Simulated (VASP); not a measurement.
# CuO (Cccm) in VASP: electric field gradients with LDA

Aim: the electric field gradients of CuO with LDA.

All numbers are computed with VASP 6.6.1; they aren't measurements. Logs are shortened: lines on timing, memory, paths and dates and some standing lists are left out, and cuts for length are marked.

## 1. The cell of the first run

The typed cell holds 4 atoms: a = 2.851 Å, b = 2.851 Å, c = 5.050 Å, α = 90.00°, β = 90.00°, γ = 89.96°.

## 2. Electric field gradients, LDA

File INCAR:

```
  ALGO = Normal
  EDIFF = 1E-8
  ENCUT = 610
  GGA_COMPAT = F
  ISIF = 2
  ISMEAR = -1
  LASPH = T
  LCHARG = F
  LEFG = T
  LREAL = F
  LWAVE = F
  NBANDS = 33
  NELM = 120
  PREC = Accurate
  SIGMA = 0.15
```

File KPOINTS:

```
k-points
0
Gamma
  14 14 8
```

File POSCAR:

```
CuO
1.0
    2.0103211437     -2.0154209936      0.1599984018
    2.0103211437      2.0154209936      0.1599984018
   -0.4007268583      0.0000000000      5.0344714502
Cu O
2 2
Direct
   -0.0057500000      0.4942500000      0.0018500000
    0.4942500000     -0.0057500000      0.5018500000
    0.4942525538      0.4942474462      0.2518500000
    0.4942474462      0.4942525538      0.7518500000
```

Potentials or basis: VASP PAW LDA potentials, release 64 (Cu_sv_GW, O).

The run is started by

```sh
> cat potpaw_LDA.64/Cu_sv_GW/POTCAR potpaw_LDA.64/O/POTCAR > POTCAR
> mpirun -np 1 vasp_std > vasp.out
```

OUTCAR:

```text
EDIFF = 1E-8
   ENCUT = 610
   ISIF = 2
   ISMEAR = -1
   LASPH = T
   LREAL = F
   NELM = 120
   PREC = Accurate

 ion  position               nearest neighbor table
   1  0.994  0.494  0.002-   3 1.90   4 1.90   3 1.90   4 1.90
   2  0.494  0.994  0.502-   3 1.90   4 1.90   4 1.90   3 1.90
   3  0.494  0.494  0.252-   1 1.90   2 1.90   2 1.90   1 1.90
   4  0.494  0.494  0.752-   1 1.90   2 1.90   1 1.90   2 1.90

  LATTYP: Found a simple monoclinic cell.
 ALAT       =     2.8511247554
 B/A-ratio  =     1.7713691796
 C/A-ratio  =     1.4137725750
 COS(beta)  =    -0.7068862875

  Lattice vectors:

 A1 = (   2.0103211437,   2.0154209936,   0.1599984018)
 A2 = (  -0.4007268583,   0.0000000000,   5.0344714502)
 A3 = (   0.0000000000,  -4.0308419872,   0.0000000000)

Analysis of symmetry for initial positions (statically):
=====================================================================
 Subroutine PRICEL returns:
 Original cell was already a primitive cell.

 Routine SETGRP: Setting up the symmetry group for a
 simple monoclinic supercell.

 Subroutine GETGRP returns: Found  4 space group operations
 (whereof  1 operations were pure point group operations)
 out of a pool of  4 trial point group operations.

The static configuration has the point symmetry C_1 .
 The point group associated with its full space group is C_2h.

Analysis of symmetry for dynamics (positions and initial velocities):
=====================================================================
 Subroutine PRICEL returns:
 Original cell was already a primitive cell.

 Routine SETGRP: Setting up the symmetry group for a
 simple monoclinic supercell.

 Subroutine GETGRP returns: Found  4 space group operations
 (whereof  1 operations were pure point group operations)
 out of a pool of  4 trial point group operations.

The dynamic configuration has the point symmetry C_1 .
 The point group associated with its full space group is C_2h.

 Subroutine INISYM returns: Found  4 space group operations
 (whereof  1 operations are pure point group operations),
 and found     1 'primitive' translations

----------------------------------------------------------------------------------------

                                     Primitive cell

  volume of cell :      41.0542

  direct lattice vectors                    reciprocal lattice vectors
     2.010321144 -2.015420994  0.159998402     0.247150787 -0.248087125  0.019672365
     2.010321144  2.015420994  0.159998402     0.247150787  0.248087125  0.019672365
    -0.400726858  0.000000000  5.034471450    -0.015709189  0.000000000  0.197380185

  length of vectors
     2.851124755  2.851124755  5.050394519     0.350738842  0.350738842  0.198004333

  position of ions in fractional coordinates (direct lattice)
     0.994250000  0.494250000  0.001850000
     0.494250000  0.994250000  0.501850000
     0.494252554  0.494247446  0.251850000
     0.494247446  0.494252554  0.751850000

  ion indices of the primitive-cell ions
   primitive index   ion index
                 1           1
                 2           2
                 3           3
                 4           4

----------------------------------------------------------------------------------------

 KPOINTS: k-points

Automatic generation of k-mesh.
 Grid dimensions read from file:
 generate k-points for:   14   14    8

 Generating k-lattice:

  Cartesian coordinates                     Fractional coordinates (reciprocal lattice)
     0.017653628 -0.017720509  0.001405169     0.071428571 -0.000000000  0.000000000
     0.017653628  0.017720509  0.001405169    -0.000000000  0.071428571  0.000000000
    -0.001963649  0.000000000  0.024672523     0.000000000  0.000000000  0.125000000

  Length of vectors
     0.025052774  0.025052774  0.024750542

  Shift w.r.t. Gamma in fractional coordinates (k-lattice)
     0.000000000  0.000000000  0.000000000

 Subroutine IBZKPT returns following result:
 ===========================================

 Found    500 irreducible k-points:

 Following reciprocal coordinates:
            Coordinates               Weight
  0.000000  0.000000  0.000000      1.000000
  0.071429 -0.000000  0.000000      2.000000
  0.000000 -0.071429 -0.000000      2.000000
  0.142857  0.000000  0.000000      2.000000
 -0.000000 -0.142857 -0.000000      2.000000
  0.214286  0.000000  0.000000      2.000000
[... 16 lines left out ...]
  0.357143  0.071429  0.000000      2.000000
 -0.071429 -0.357143 -0.000000      2.000000
 [... further k-points ...]
   k-points           NKPTS =    500   k-points in BZ     NKDIM =    500   number of bands    NBANDS=     33
   number of dos      NEDOS =    301   number of ions     NIONS =      4
   total plane-waves  NPLWV =  24192
   dimension x,y,z NGX =    24 NGY =   24 NGZ =   42
   dimension x,y,z NGXF=    48 NGYF=   48 NGZF=   84
   ions per type =               2   2
   NGX,Y,Z   is equivalent  to a cutoff of  13.99, 13.99, 13.83 a.u.
   NGXF,Y,Z  is equivalent  to a cutoff of  27.99, 27.99, 27.65 a.u.
 SYSTEM =  unknown system
   PREC   = accura    normal or accurate (medium, high low for compatibility)
   ISTART =      0    job   : 0-new  1-cont  2-samecut
   ICHARG =      2    charge: 1-file 2-atom 10-const
   ISPIN  =      1    spin polarized calculation?
   LNONCOLLINEAR =      F non collinear calculations
   LSORBIT =      F    spin-orbit coupling
   LASPH  =      T    aspherical Exc in radial PAW
   ENCUT  =  610.0 eV  44.83 Ry    6.70 a.u.   5.74  5.74 10.17*2*pi/ulx,y,z
   NELM   =    120;   NELMIN=  2; NELMDL= -5     # of ELM steps
   EDIFF  = 0.1E-07   stopping-criterion for ELM
   LREAL  =      F    real-space projection
   EDIFFG = 0.1E-06   stopping-criterion for IOM
   NSW    =      0    number of steps for IOM
   IBRION =     -1    ionic relax: 0-MD 1-quasi-New 2-CG
   NFREE  =      0    steps in history (QN), initial steepest desc. (CG)
   ISIF   =      2    stress and relaxation
   ISYM   =      2    0-nonsym 1-usesym 2-fastsym
   POTIM  = 0.5000    time-step for ionic-motion
   TEBEG  =    0.0;   TEEND  =   0.0 temperature during run
   PSTRESS=    0.0 pullay stress
   NELECT =      50.0000    total number of electrons
   NUPDOWN=      -1.0000    fix difference up-down
   EMIN   =  10.00;   EMAX   =-10.00  energy-range for DOS
   EFERMI =   0.00;   METHOD = LEGACY
   ISMEAR =    -1;   SIGMA  =   0.15  broadening in eV -4-tet -1-fermi 0-gaus
   EFERMI_NEDOS =   21; number of points for ismear=-14 and -15
   IALGO  =     38    algorithm
   IMIX   =      4    mixing-type and parameters
     AMIX     =   0.40;   BMIX     =  1.00
     AMIX_MAG =   1.60;   BMIX_MAG =  1.00
  volume/ion in A,a.u.               =      10.26        69.26
  Fermi-wavevector in a.u.,A,eV,Ry     =   1.748285  3.303780 41.586222  3.056501
  Thomas-Fermi vector in A             =   2.819422
   LORBIT       =      0    0 simple, 1 ext, 2 COOP (PROOUT), +10 PAW based schemes
   GGA     = CA    functional components
   LHFCALC =     F    Hartree Fock is set to
   AEXX    =    0.0000 exact exchange contribution
   IVDW    =     0    specifies the selected vdW correction
   LEPSILON=     F    determine dielectric tensor
   LRPA    =     F    only Hartree local field effects (RPA)
 non-spin polarized calculation
  energy-cutoff  :      610.00
  volume of cell :       41.05
 maximum number of plane-waves:      1424
   NGX = 11   NGY = 11   NGZ = 21

 number of electron      49.9999995 magnetization

 Free energy of the ion-electron system (eV)
  ---------------------------------------------------
  ext. energy  EPLUGINS =         0.00000000
  ---------------------------------------------------
  free energy    TOTEN  =       -23.70479802 eV

  energy without entropy =      -23.54126847  energy(sigma->0) =      -23.62303324

 E-fermi :   5.5180     XC(G=0): -12.6872

 val. band max:        5.5178804753   @ k =   0.5000   0.0714   0.2500
 cond. band min:       5.5223436788   @ k =  -0.0000  -0.3571  -0.1250
 fundamental gap:      0.0044632035
 Fermi energy:         5.5180407070

 k-point     1 :       0.0000    0.0000    0.0000
  band No.  band energies     occupation
      1    -106.3776      2.00000
      2    -106.3759      2.00000
      3     -64.4771      2.00000
      4     -64.4770      2.00000
      5     -64.4346      2.00000
      6     -64.4274      2.00000
[... 853 lines left out ...]
     32      19.5577      0.00000
     33      20.1184      0.00000

 [... further k-points ...]
[... 5 lines left out ...]
  --------------------------------------------------------------------------------------
  -------------------------------------------------------------------------------------
  Total       -0.5027837     -0.5027365     -0.4005591     -0.0003317     -0.0000264     -0.0081845
  in kB      -19.6215867    -19.6197425    -15.6321792     -0.0129463     -0.0010317     -0.3194072
  external PRESSURE =     -18.2911695 kB  Pullay stress =       0.0000000 kB

 VOLUME and BASIS-vectors are now :
 -----------------------------------------------------------------------------
  energy-cutoff  :      610.00
  volume of cell :       41.05
      direct lattice vectors                 reciprocal lattice vectors
     2.010321144 -2.015420994  0.159998402     0.247150787 -0.248087125  0.019672365
     2.010321144  2.015420994  0.159998402     0.247150787  0.248087125  0.019672365
    -0.400726858  0.000000000  5.034471450    -0.015709189  0.000000000  0.197380185

 POSITION                                       TOTAL-FORCE (eV/Angst)
 -----------------------------------------------------------------------------------
      2.99162     -1.00771      0.24747         0.000000     -0.000000      0.000000
      2.79126      1.00771      2.76471         0.000000     -0.000000      0.000000
      1.88628     -0.00001      1.42609        -0.000002      0.000000      0.000025
      1.68592      0.00001      3.94333         0.000002      0.000000     -0.000025
 -----------------------------------------------------------------------------------
    total drift:                               -0.000680     -0.000000     -0.000268

  FREE ENERGIE OF THE ION-ELECTRON SYSTEM (eV)
  ---------------------------------------------------
  free  energy   TOTEN  =       -23.7047980157 eV

  energy  without entropy=      -23.5412684735  energy(sigma->0) =      -23.62303324

 Electric field gradients (V/A^2)
---------------------------------------------------------------------
 ion       V_xx      V_yy      V_zz      V_xy      V_xz      V_yz
---------------------------------------------------------------------
   1       6.505     6.715   -13.220    24.036     1.778     1.913
   2       6.505     6.715   -13.220   -24.036     1.778    -1.913
   3      -4.982    -5.159    10.141    -0.000    -1.204    -0.000
   4      -4.982    -5.159    10.141    -0.000    -1.204     0.000
---------------------------------------------------------------------

 Electric field gradients after diagonalization (V/A^2)
 (convention: |V_zz| > |V_xx| > |V_yy|)
----------------------------------------------------------------------
 ion       V_xx      V_yy      V_zz     asymmetry (V_yy - V_xx)/ V_zz
----------------------------------------------------------------------
   1     -17.428   -13.373    30.801       0.132
   2     -17.428   -13.373    30.801       0.132
   3      -5.159    -5.077    10.236       0.008
   4      -5.159    -5.077    10.236       0.008
----------------------------------------------------------------------

           NMR quadrupolar parameters

 Cq : quadrupolar parameter    Cq=e*Q*V_zz/h
 eta: asymmetry parameters     (V_yy - V_xx)/ V_zz
 Q  : nuclear electric quadrupole moment in mb (millibarn)
----------------------------------------------------------------------
 ion       Cq(MHz)       eta       Q (mb)
----------------------------------------------------------------------
   1       0.074       0.132       1.000
   2       0.074       0.132       1.000
   3       0.025       0.008       1.000
   4       0.025       0.008       1.000
----------------------------------------------------------------------
```

Run time: 14 min. Hardware: 1 thread of Intel Xeon Platinum 8488C (Sapphire Rapids), shared host; peak memory 0.8 GiB.

What came out:

```yaml
Free_energy: -23.7048 eV
Pressure: -1.8 GPa
Band_gap_on_the_k_mesh: zero (bands 25 and 26 overlap by 1.22 eV)
Largest_electric_field_gradient_by_atom: Cu +30.8; O +10.2 V/Å²
```

Stress tensor (GPa, compression positive):
```
-1.96  0.00 -0.03
 0.00 -1.96  0.00
-0.03  0.00 -1.56
```

Levels at points of the mesh, in eV from the Fermi level:
```tsv
k point	band 23	band 24	band 25	band 26	band 27	band 28
(0.00, 0.00, 0.00)	-2.54	-2.14	0.71	0.71	1.60	6.08
(0.50, 0.00, 0.00)	-1.74	-1.66	0.23	0.47	3.31	6.04
(0.00, 0.50, 0.00)	-1.74	-1.66	0.23	0.47	3.31	6.04
(0.50, 0.50, 0.00)	-1.68	-1.30	-1.29	1.22	1.69	7.03
(0.00, 0.00, 0.50)	-1.70	-1.70	0.06	0.06	3.64	3.64
(0.50, 0.00, 0.50)	-2.23	-1.99	-0.11	0.72	4.08	6.03
(0.00, 0.50, 0.50)	-2.23	-1.99	-0.11	0.72	4.08	6.03
(0.50, 0.50, 0.50)	-1.54	-1.54	-0.51	-0.51	3.69	3.69
```

Electric field gradients, principal values (V/Å²):
```csv
atom,least,middle,greatest (by size)
1 Cu,-13.373,-17.428,30.801
2 Cu,-13.373,-17.428,30.801
3 O,-5.077,-5.159,10.236
4 O,-5.077,-5.159,10.236
```

Caveat: without QUAD_EFG the Cq values of the log hold for a quadrupole moment of 1 mb, not for the nuclei; semilocal functionals often make such compounds metallic where correlation or magnetic order opens a gap, which also shifts bond lengths. With open d or f shells a metallic result of LDA can be an artefact of self-interaction; +U or a hybrid may open a gap.
